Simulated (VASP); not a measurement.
# SiC4 (P4mm) in VASP: notebook

Runs on SiC4. Level: PBE. Tasks: single point, relaxation of cell and atoms.

All numbers are computed with VASP 6.6.1; they aren't measurements. Logs are shortened: lines on timing, memory, paths and dates and some standing lists are left out, and cuts for length are marked.

## (1) The cell of the first run

It takes space group P4mm (No. 99, tetragonal). The conventional cell has a = 3.547 Å, b = 3.547 Å, c = 5.624 Å, α = 90.00°, β = 90.00°, γ = 90.00°. Si (site symmetry 4mm) has 4 C at 2.05 Å within 2.7 Å. C (site symmetry m) has 3 C at 1.45 to 1.48 Å within 1.9 Å.

## (2) Single point, PBE

Contents of INCAR:

```
PREC = Accurate ; ENCUT = 520
EDIFF = 1E-6 ; ISMEAR = 0
SIGMA = 0.1 ; LREAL = F
LASPH = T ; NELM = 100
ALGO = Normal ; ISIF = 2
LWAVE = F ; LCHARG = F
GGA = PE ; NBANDS = 18
```

Contents of KPOINTS:

```
Automatic mesh
0
Gamma
  10 10 8
```

Contents of POSCAR:

```
SiC4
1.0
    3.5469597539      0.0000000000      0.0000000000
    0.0000000000      3.5469597539      0.0000000000
    0.0000000000      0.0000000000      5.6238180921
Si C
1 4
Direct
    0.0000000000      0.0000000000      0.6389075630
    0.0000000000      0.2959858796      0.9525231092
    0.7040141204      0.0000000000      0.9525231092
    0.0000000000      0.7040141204      0.9525231092
    0.2959858796      0.0000000000      0.9525231092
```

Potentials or basis: VASP PAW PBE potentials, release 64 (Si, C).

Started as:

```bash
> cat potpaw_PBE.64/Si/POTCAR potpaw_PBE.64/C/POTCAR > POTCAR
> mpirun -np 1 vasp_std > vasp.out
```

OUTCAR:

```text
PREC = Accurate
   ENCUT = 520
   EDIFF = 1E-6
   ISMEAR = 0
   LREAL = F
   LASPH = T
   NELM = 100
   ISIF = 2
   GGA = PE

 ion  position               nearest neighbor table
   1  0.000  0.000  0.639-   2 2.05   3 2.05   4 2.05   5 2.05
   2  0.000  0.296  0.953-   4 1.45   3 1.48   5 1.48   1 2.05
   3  0.704  0.000  0.953-   5 1.45   4 1.48   2 1.48   1 2.05
   4  0.000  0.704  0.953-   2 1.45   3 1.48   5 1.48   1 2.05
   5  0.296  0.000  0.953-   3 1.45   2 1.48   4 1.48   1 2.05

  LATTYP: Found a simple tetragonal cell.
 ALAT       =     3.5469597539
 C/A-ratio  =     1.5855319717

  Lattice vectors:

 A1 = (   3.5469597539,   0.0000000000,   0.0000000000)
 A2 = (   0.0000000000,   3.5469597539,   0.0000000000)
 A3 = (   0.0000000000,   0.0000000000,   5.6238180921)

Analysis of symmetry for initial positions (statically):
=====================================================================
 Subroutine PRICEL returns:
 Original cell was already a primitive cell.

 Routine SETGRP: Setting up the symmetry group for a
 simple tetragonal supercell.

 Subroutine GETGRP returns: Found  8 space group operations
 (whereof  8 operations were pure point group operations)
 out of a pool of 16 trial point group operations.

The static configuration has the point symmetry C_4v.

Analysis of symmetry for dynamics (positions and initial velocities):
=====================================================================
 Subroutine PRICEL returns:
 Original cell was already a primitive cell.

 Routine SETGRP: Setting up the symmetry group for a
 simple tetragonal supercell.

 Subroutine GETGRP returns: Found  8 space group operations
 (whereof  8 operations were pure point group operations)
 out of a pool of 16 trial point group operations.

The dynamic configuration has the point symmetry C_4v.

 Subroutine INISYM returns: Found  8 space group operations
 (whereof  8 operations are pure point group operations),
 and found     1 'primitive' translations

----------------------------------------------------------------------------------------

                                     Primitive cell

  volume of cell :      70.7528

[... 92 lines left out ...]
   ENCUT  =  520.0 eV  38.22 Ry    6.18 a.u.   6.59  6.59 10.46*2*pi/ulx,y,z
   NELM   =    100;   NELMIN=  2; NELMDL= -5     # of ELM steps
   EDIFF  = 0.1E-05   stopping-criterion for ELM
   LREAL  =      F    real-space projection
   EDIFFG = 0.1E-04   stopping-criterion for IOM
   NSW    =      0    number of steps for IOM
   IBRION =     -1    ionic relax: 0-MD 1-quasi-New 2-CG
   NFREE  =      0    steps in history (QN), initial steepest desc. (CG)
   ISIF   =      2    stress and relaxation
   ISYM   =      2    0-nonsym 1-usesym 2-fastsym
   POTIM  = 0.5000    time-step for ionic-motion
   TEBEG  =    0.0;   TEEND  =   0.0 temperature during run
   PSTRESS=    0.0 pullay stress
   NELECT =      20.0000    total number of electrons
   NUPDOWN=      -1.0000    fix difference up-down
   EMIN   =  10.00;   EMAX   =-10.00  energy-range for DOS
   EFERMI =   0.00;   METHOD = LEGACY
   ISMEAR =     0;   SIGMA  =   0.10  broadening in eV -4-tet -1-fermi 0-gaus
   EFERMI_NEDOS =   21; number of points for ismear=-14 and -15
   IALGO  =     38    algorithm
   IMIX   =      4    mixing-type and parameters
     AMIX     =   0.40;   BMIX     =  1.00
     AMIX_MAG =   1.60;   BMIX_MAG =  1.00
  volume/ion in A,a.u.               =      14.15        95.49
  Fermi-wavevector in a.u.,A,eV,Ry     =   1.074410  2.030341 15.705992  1.154358
  Thomas-Fermi vector in A             =   2.210238
   LORBIT       =      0    0 simple, 1 ext, 2 COOP (PROOUT), +10 PAW based schemes
   GGA     = PE    functional components
   LHFCALC =     F    Hartree Fock is set to
   AEXX    =    0.0000 exact exchange contribution
   IVDW    =     0    specifies the selected vdW correction
   LEPSILON=     F    determine dielectric tensor
   LRPA    =     F    only Hartree local field effects (RPA)
 non-spin polarized calculation
 Gauss-broadening in eV      SIGMA  =   0.10
  energy-cutoff  :      520.00
  volume of cell :       70.75
 maximum number of plane-waves:      1928
 NGX is ok and might be reduce to    28
   NGX = 13   NGY = 13   NGZ = 21

 number of electron      20.0000002 magnetization

 Free energy of the ion-electron system (eV)
  ---------------------------------------------------
  ext. energy  EPLUGINS =         0.00000000
  ---------------------------------------------------
  free energy    TOTEN  =       -38.11025438 eV

  energy without entropy =      -38.10586939  energy(sigma->0) =      -38.10806188

 E-fermi :   3.8736     XC(G=0):  -8.5556

 val. band max:        3.8599195075   @ k =   0.5000   0.0000   0.3750
 cond. band min:       3.8825177220   @ k =   0.4000   0.0000   0.1250
 fundamental gap:      0.0225982144
 Fermi energy:         3.8736441220

 k-point     1 :       0.0000    0.0000    0.0000
  band No.  band energies     occupation
      1     -16.8663      2.00000
      2      -8.0935      2.00000
      3      -7.8358      2.00000
      4      -7.0288      2.00000
      5      -7.0288      2.00000
      6      -6.3145      2.00000
[... 481 lines left out ...]
      5      -6.0739      2.00000
      6      -4.6477      2.00000
[... 10 lines left out ...]
     17      11.2702      0.00000
     18      11.9855      0.00000

 [... further k-points ...]

------------------------ aborting loop because EDIFF is reached ----------------------------------------

  FORCE on cell =-STRESS in cart. coord.  units (eV):
  Direction    XX          YY          ZZ          XY          YZ          ZX
  --------------------------------------------------------------------------------------
  -------------------------------------------------------------------------------------
  Total        0.1252569      0.1252569     -0.0131167      0.0000000      0.0000000      0.0000000
  in kB        2.8364075      2.8364075     -0.2970247      0.0000000      0.0000000      0.0000000
  external PRESSURE =       1.7919301 kB  Pullay stress =       0.0000000 kB

 VOLUME and BASIS-vectors are now :
 -----------------------------------------------------------------------------
  energy-cutoff  :      520.00
  volume of cell :       70.75
      direct lattice vectors                 reciprocal lattice vectors
     3.546959754  0.000000000  0.000000000     0.281931589  0.000000000  0.000000000
     0.000000000  3.546959754  0.000000000     0.000000000  0.281931589  0.000000000
     0.000000000  0.000000000  5.623818092     0.000000000  0.000000000  0.177815140

 POSITION                                       TOTAL-FORCE (eV/Angst)
 -----------------------------------------------------------------------------------
      0.00000      0.00000      3.59310         0.000000      0.000000      0.002761
      0.00000      1.04985      5.35682         0.000000      0.053576     -0.000690
      2.49711      0.00000      5.35682        -0.053576      0.000000     -0.000690
      0.00000      2.49711      5.35682         0.000000     -0.053576     -0.000690
      1.04985      0.00000      5.35682         0.053576      0.000000     -0.000690
 -----------------------------------------------------------------------------------
    total drift:                               -0.000000      0.000000     -0.000252

  FREE ENERGIE OF THE ION-ELECTRON SYSTEM (eV)
  ---------------------------------------------------
  free  energy   TOTEN  =       -38.1102543809 eV

  energy  without entropy=      -38.1058693885  energy(sigma->0) =      -38.10806188
```

OSZICAR:

```text
N       E                     dE             d eps       ncg     rms          rms(c)
DAV:   1     0.634322660177E+02    0.63432E+02   -0.91858E+03  3780   0.960E+02
DAV:   2    -0.352881399618E+02   -0.98720E+02   -0.94781E+02  4960   0.191E+02
DAV:   3    -0.411966439263E+02   -0.59085E+01   -0.58657E+01  5144   0.463E+01
DAV:   4    -0.412716395482E+02   -0.74996E-01   -0.74906E-01  5050   0.605E+00
DAV:   5    -0.412732885698E+02   -0.16490E-02   -0.16484E-02  5078   0.850E-01    0.916E+00
DAV:   6    -0.384074239000E+02    0.28659E+01   -0.54474E+00  4758   0.115E+01    0.500E+00
DAV:   7    -0.381286593452E+02    0.27876E+00   -0.18580E+00  4698   0.689E+00    0.232E+00
DAV:   8    -0.381213685333E+02    0.72908E-02   -0.32538E-01  4590   0.263E+00    0.789E-01
DAV:   9    -0.381085889605E+02    0.12780E-01   -0.89908E-02  4832   0.145E+00    0.184E-01
DAV:  10    -0.381095000886E+02   -0.91113E-03   -0.52904E-03  4284   0.421E-01    0.821E-02
DAV:  11    -0.381101886991E+02   -0.68861E-03   -0.94998E-04  4286   0.183E-01    0.411E-02
DAV:  12    -0.381102190170E+02   -0.30318E-04   -0.46445E-04  4382   0.104E-01    0.152E-02
DAV:  13    -0.381102504439E+02   -0.31427E-04   -0.52288E-05  4076   0.399E-02    0.552E-03
DAV:  14    -0.381102538364E+02   -0.33925E-05   -0.46307E-06  4522   0.118E-02    0.150E-03
DAV:  15    -0.381102543809E+02   -0.54453E-06   -0.36408E-07  3554   0.335E-03
   1 F= -.38110254E+02 E0= -.38108062E+02  d E =-.438499E-02
```

stdout:

```text
POSCAR found type information on POSCAR SiC
 POSCAR found :  2 types and       5 ions
 scaLAPACK will be used
 LDA part: xc-table for (Slater+PW92), standard interpolation
 POSCAR, INCAR and KPOINTS ok, starting setup
 FFT: planning ... GRIDC
 FFT: planning ... GRID_SOFT
 FFT: planning ... GRID
 WAVECAR not read
 entering main loop
```

Run time: 56 s. Hardware: 1 thread of Intel Xeon 6975P-C (Granite Rapids), shared host; peak memory 0.23 GiB.

Results:

- Free energy: -38.1103 eV
- Pressure: 0.2 GPa
- Largest force: 0.054 eV/Å
- Band gap on the k mesh: zero (band 10 reaches 3.90 eV, above the bottom of band 11 at 3.69 eV)

Forces on the atoms (eV/Å):
```
Si   0.000  0.000  0.003
C    0.000  0.054 -0.001
C   -0.054  0.000 -0.001
C    0.000 -0.054 -0.001
C    0.054  0.000 -0.001
```

Stress tensor (GPa, compression positive):
```
 0.28  0.00  0.00
 0.00  0.28  0.00
 0.00  0.00 -0.03
```

Levels at points of the mesh, in eV from the Fermi level:
```tsv
k point	band 7	band 8	band 9	band 10	band 11	band 12	band 13	band 14
(0.00, 0.00, 0.00)	-5.32	-4.37	-0.41	-0.41	-0.12	4.75	4.75	4.96
(0.50, 0.00, 0.00)	-6.20	-5.12	-4.09	-0.21	0.06	2.92	3.68	5.47
(0.50, 0.50, 0.00)	-5.44	-4.33	-4.33	-2.76	0.90	0.90	4.03	5.79
(0.00, 0.00, 0.50)	-4.49	-4.37	-0.52	-0.52	-0.19	1.96	4.95	4.95
(0.50, 0.00, 0.50)	-6.23	-5.29	-3.36	-0.03	0.63	2.59	3.70	3.90
(0.50, 0.50, 0.50)	-5.50	-4.40	-4.40	-2.08	1.57	1.57	3.56	4.35
```

## (3) Relaxation of cell and atoms, PBE

This run uses another cell than the first one, of 12.47 Å³/atom, 0.881 times its volume.

Contents of INCAR:

```
  ALGO = Normal
  EDIFF = 1E-7
  EDIFFG = -0.04
  ENCUT = 600
  GGA = PE
  IBRION = 2
  ISIF = 3
  ISMEAR = 0
  LASPH = T
  LCHARG = F
  LREAL = F
  LWAVE = F
  NELM = 60
  NSW = 90
  PREC = Accurate
  SIGMA = 0.1
```

Contents of KPOINTS:

```
k-points
0
Gamma
  6 6 4
```

Contents of POSCAR:

```
SiC4
1.0
    3.5109618536      0.0000000000      0.0000000000
    0.0000000000      3.5109618536      0.0000000000
    0.0000000000      0.0000000000      5.0595545028
Si C
1 4
Direct
    0.0000000000      0.0000000000      0.5937581261
    0.0000000000      0.2980551293      0.9638104685
    0.7019448707      0.0000000000      0.9638104685
    0.0000000000      0.7019448707      0.9638104685
    0.2980551293      0.0000000000      0.9638104685
```

Potentials or basis: VASP PAW PBE potentials, release 64 (Si, C).

Started as:

```bash
> cat potpaw_PBE.64/Si/POTCAR potpaw_PBE.64/C/POTCAR > POTCAR
> mpirun -np 1 vasp_std > vasp.out
```

OUTCAR:

```text
EDIFF = 1E-7
   EDIFFG = -0.04
   ENCUT = 600
   GGA = PE
   IBRION = 2
   ISIF = 3
   ISMEAR = 0
   LASPH = T
   LREAL = F
   NELM = 60
   NSW = 90
   PREC = Accurate

 ion  position               nearest neighbor table
   1  0.000  0.000  0.594-   2 2.14   3 2.14   4 2.14   5 2.14
   2  0.000  0.298  0.964-   4 1.42   3 1.48   5 1.48   1 2.14
   3  0.702  0.000  0.964-   5 1.42   4 1.48   2 1.48   1 2.14
   4  0.000  0.702  0.964-   2 1.42   3 1.48   5 1.48   1 2.14
   5  0.298  0.000  0.964-   3 1.42   2 1.48   4 1.48   1 2.14

  LATTYP: Found a simple tetragonal cell.
 ALAT       =     3.5109618536
 C/A-ratio  =     1.4410736185

  Lattice vectors:

 A1 = (   3.5109618536,   0.0000000000,   0.0000000000)
 A2 = (   0.0000000000,   3.5109618536,   0.0000000000)
 A3 = (   0.0000000000,   0.0000000000,   5.0595545028)

Analysis of symmetry for initial positions (statically):
=====================================================================
 Subroutine PRICEL returns:
 Original cell was already a primitive cell.

 Routine SETGRP: Setting up the symmetry group for a
 simple tetragonal supercell.

 Subroutine GETGRP returns: Found  8 space group operations
 (whereof  8 operations were pure point group operations)
 out of a pool of 16 trial point group operations.

The static configuration has the point symmetry C_4v.

Analysis of symmetry for dynamics (positions and initial velocities):
=====================================================================
 Subroutine PRICEL returns:
 Original cell was already a primitive cell.

[... 296 lines left out ...]
     11       4.6213      1.88175
     12       9.1028      0.00000
     13       9.1028      0.00000
     14       9.7865      0.00000
[... 379 lines left out ...]
      3      -7.0329      2.00000
      4      -5.0331      2.00000
      5      -4.7208      2.00000
      6      -2.3526      2.00000
      7      -1.5487      2.00000
      8      -0.7368      2.00000
      9       1.7484      2.00000
     10       4.6463      1.77314
     11       5.6423      0.00000
     12       7.2243      0.00000
     13       8.4257      0.00000
     14       8.4686      0.00000

 [... further k-points ...]

[... ionic steps 4 to 29 ...]

--------------------------------------- Ionic step       30  -------------------------------------------

 number of electron      20.0000000 magnetization

------------------------ aborting loop because EDIFF is reached ----------------------------------------
[... 73 lines left out ...]
--------------------------------------- Ionic step       32  -------------------------------------------

 number of electron      20.0000000 magnetization

 Free energy of the ion-electron system (eV)
  ---------------------------------------------------
  ext. energy  EPLUGINS =         0.00000000
  ---------------------------------------------------
  free energy    TOTEN  =       -38.08492958 eV

  energy without entropy =      -38.07858914  energy(sigma->0) =      -38.08175936

 E-fermi :   4.2729     XC(G=0):  -8.8827

 val. band max:        4.2479455207   @ k =   0.5000   0.0000   0.5000
 cond. band min:       4.2992903317   @ k =   0.3333   0.0000   0.0000
 fundamental gap:      0.0513448110
 Fermi energy:         4.2729004124

 k-point     1 :       0.0000    0.0000    0.0000
  band No.  band energies     occupation
      1     -16.4754      2.00000
      2      -7.7627      2.00000
      3      -7.4745      2.00000
      4      -6.6273      2.00000
      5      -6.6273      2.00000
      6      -5.8910      2.00000
      7      -1.2401      2.00000
      8      -0.0791      2.00000
      9       3.9347      2.00000
     10       3.9347      2.00000
     11       4.1435      1.93267
     12       8.8936      0.00000
     13       8.8936      0.00000
     14       9.3408      0.00000
[... 423 lines left out ...]
  FREE ENERGIE OF THE ION-ELECTRON SYSTEM (eV)
  ---------------------------------------------------
  free  energy   TOTEN  =       -38.0849295838 eV

  energy  without entropy=      -38.0785891430  energy(sigma->0) =      -38.08175936

 reached required accuracy - stopping structural energy minimisation
```

CONTCAR:

```text
SiC4
   1.00000000000000
     3.5408116164032082    0.0000000000000000    0.0000000000000000
     0.0000000000000000    3.5408116164032082    0.0000000000000000
     0.0000000000000000    0.0000000000000000    5.3571685187100488
  Si              C
     1     4
Direct
     0.0000000000000000    0.0000000000000000    0.6243003950456926
     0.0000000000000000    0.2965570386564316    0.9561749012635765
     0.7034429613435680    0.0000000000000000    0.9561749012635765
     0.0000000000000000    0.7034429613435680    0.9561749012635765
     0.2965570386564316    0.0000000000000000    0.9561749012635765

  0.00000000E+00  0.00000000E+00  0.00000000E+00
  0.00000000E+00  0.00000000E+00  0.00000000E+00
  0.00000000E+00  0.00000000E+00  0.00000000E+00
  0.00000000E+00  0.00000000E+00  0.00000000E+00
  0.00000000E+00  0.00000000E+00  0.00000000E+00
```

Wall time 4.1 min (1 thread of Intel Xeon 6975P-C (Granite Rapids), shared host); peak memory 0.18 GiB.

What came out:

```
Free energy                            : -38.0849 eV
Relaxed volume                         : 13.43 Å³/atom
Relaxed cell                           : a = 3.541 Å, b = 3.541 Å, c = 5.357 Å, α = 90.00°, β = 90.00°, γ = 90.00°
Space group after relaxing (to 0.05 Å) : P4mm (No. 99)
Energy gained by relaxing              : 8.1 meV/atom
Ionic steps                            : 32
Pressure after relaxing                : 0.1 GPa
Largest force after relaxing           : 0.012 eV/Å
Band gap on the k mesh                 : zero (band 10 reaches 4.32 eV, above the bottom of band 11 at 4.03 eV)
```

Forces in eV/Å, atoms in the order of the input:
```
Si   0.000  0.000  0.009
C    0.000 -0.012 -0.002
C    0.012  0.000 -0.002
C    0.000  0.012 -0.002
C   -0.012  0.000 -0.002
```

The path:
| step | energy change (eV) | largest force (eV/Å) | pressure (GPa) | volume (Å³) |
| --- | --- | --- | --- | --- |
| 1 | 0.0000 | 0.2839 | 0.00 | 62.37 |
| 2 | -0.0054 | 0.3800 | 0.57 | 62.37 |
| 3 | -0.0058 | 0.5131 | 0.84 | 62.37 |
| 4 | -0.0068 | 0.5219 | 0.87 | 62.38 |
| 5 | -0.0095 | 0.5474 | 0.97 | 62.41 |
| 6 | -0.0143 | 0.6040 | 1.20 | 62.46 |
| 7 | -0.0116 | 0.8074 | 1.50 | 62.56 |
| 8 | -0.0161 | 0.6514 | 1.32 | 62.49 |
| 9 | -0.0163 | 0.6967 | 1.39 | 62.51 |
| 10 | -0.0213 | 0.5324 | 1.09 | 62.58 |
| 11 | -0.0257 | 0.1689 | 0.45 | 62.74 |
| 12 | -0.0266 | 0.1183 | 0.41 | 62.76 |
| 13 | -0.0280 | 0.0553 | 0.30 | 62.81 |
| 14 | -0.0281 | 0.0792 | 0.28 | 62.82 |
| 15 | -0.0284 | 0.0962 | 0.28 | 62.86 |
| 16 | -0.0289 | 0.1460 | 0.30 | 62.96 |
| 17 | -0.0289 | 0.1657 | 0.31 | 63.00 |
| 18 | -0.0291 | 0.1704 | 0.29 | 63.04 |
| 19 | -0.0297 | 0.1844 | 0.21 | 63.14 |
| 20 | -0.0307 | 0.2114 | 0.07 | 63.36 |
| 21 | -0.0321 | 0.2598 | -0.20 | 63.79 |
| 22 | -0.0328 | 0.3359 | -0.73 | 64.64 |
| 23 | -0.0331 | 0.3354 | -0.73 | 64.70 |
| 24 | -0.0339 | 0.3338 | -0.70 | 64.88 |
| 25 | -0.0353 | 0.3280 | -0.64 | 65.23 |
| 26 | -0.0372 | 0.3090 | -0.51 | 65.95 |
| 27 | -0.0376 | 0.2515 | -0.18 | 67.37 |
| 28 | -0.0380 | 0.2777 | -0.35 | 66.65 |
| 29 | -0.0393 | 0.2103 | -0.25 | 66.80 |
| 30 | -0.0404 | 0.0802 | -0.08 | 67.08 |
| 31 | -0.0404 | 0.0942 | -0.06 | 67.12 |
| 32 | -0.0406 | 0.0121 | 0.06 | 67.16 |

Final structure:
```cif
data_structure
_symmetry_space_group_name_H-M 'P 1'
_symmetry_Int_Tables_number 1
_cell_length_a 3.5408
_cell_length_b 3.5408
_cell_length_c 5.3572
_cell_angle_alpha 90.000
_cell_angle_beta 90.000
_cell_angle_gamma 90.000
_cell_volume 67.16
loop_
_atom_site_label
_atom_site_type_symbol
_atom_site_fract_x
_atom_site_fract_y
_atom_site_fract_z
_atom_site_occupancy
Si1 Si 0.00000 0.00000 0.62430 1
C1 C 0.00000 0.29656 0.95617 1
C2 C 0.70344 0.00000 0.95617 1
C3 C 0.00000 0.70344 0.95617 1
C4 C 0.29656 0.00000 0.95617 1
```

Levels at points of the mesh, in eV from the Fermi level:
| k point | band 6 | band 7 | band 8 | band 9 | band 10 | band 11 | band 12 | band 13 | band 14 |
| --- | --- | --- | --- | --- | --- | --- | --- | --- | --- |
| (0.00, 0.00, 0.00) | -10.16 | -5.51 | -4.35 | -0.34 | -0.34 | -0.13 | 4.62 | 4.62 | 5.07 |
| (0.50, 0.00, 0.00) | -7.07 | -6.23 | -5.11 | -4.27 | -0.38 | 0.13 | 2.95 | 3.66 | 5.35 |
| (0.50, 0.50, 0.00) | -5.44 | -5.44 | -4.34 | -4.34 | -2.94 | 0.73 | 0.73 | 4.07 | 6.03 |
| (0.00, 0.00, 0.50) | -10.48 | -4.35 | -4.33 | -0.52 | -0.52 | -0.24 | 1.99 | 4.93 | 4.93 |
| (0.50, 0.00, 0.50) | -7.07 | -6.26 | -5.37 | -3.20 | -0.03 | 0.75 | 2.55 | 3.69 | 3.84 |
| (0.50, 0.50, 0.50) | -5.53 | -5.53 | -4.46 | -4.46 | -1.90 | 1.67 | 1.67 | 3.47 | 4.23 |
